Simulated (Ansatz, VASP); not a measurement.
**V: VASP beside Ansatz**

```
CELL_PARAMETERS angstrom
-1.47377 1.47377 1.47377
1.47377 -1.47377 1.47377
1.47377 1.47377 -1.47377
ATOMIC_POSITIONS crystal
V 0.00000 0.00000 0.00000
```

Change from the starting cell: volume scaled by 0.95, LAPW.

Alike in both runs: task single point; functional PBE; k mesh 18 × 18 × 18; occupations fermi-dirac, width 0.1 eV; no spin polarisation.

|  | VASP | Ansatz |
| --- | --- | --- |
| version | VASP 6.6.1 | Ansatz 0.2.0 |
| potentials or method | VASP PAW PBE potentials, release 64 (V_sv), cutoff 520 eV | all-electron LAPW, scalar-relativistic |

|  | VASP | Ansatz | Ansatz less VASP |
| --- | --- | --- | --- |
| pressure (GPa) | 10.5 | 10.2 | -0.35 |

Ansatz ran all-electron here, and VASP with PAW potentials.
